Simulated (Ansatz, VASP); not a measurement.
## NiCl4: VASP beside Ansatz

```
CELL_PARAMETERS angstrom
3.96838 4.16707 0.00000
3.96838 -4.16707 0.00000
0.00000 0.00000 -3.56348
ATOMIC_POSITIONS crystal
Cl 0.18940 0.81060 0.50000
Cl 0.81060 0.18940 0.50000
Cl 0.28520 0.28520 0.00000
Cl 0.71480 0.71480 0.00000
Ni 0.00000 0.00000 0.00000
```

Alike in both runs: task single point; functional PBE; k mesh 3 × 3 × 5; no spin polarisation.

|  | VASP | Ansatz |
| --- | --- | --- |
| version | VASP 6.6.1 | Ansatz 0.2.0 |
| potentials or method | VASP PAW PBE potentials, release 64 (Cl, Ni), cutoff 520 eV | PAW plane waves |
| occupations | fermi-dirac, width 0.1 eV | fermi-dirac |
| valence electrons in the cell | 38 | 46 |

```csv
,VASP,Ansatz,Ansatz less VASP
gap on the k mesh at the Fermi level (eV),none,none,-
pressure (GPa),-3.6,-3.6,+0.03
rms of the force components (eV/Å),0.327,0.332,+0.0047
```

A gap of «none» marks a metal or a gap that the smearing closes. VASP's potentials hold 38 valence electrons a cell and Ansatz's 46, so a difference there can come from the potentials and not from the codes.

The k mesh is coarse, so the values compare programs but aren't converged.
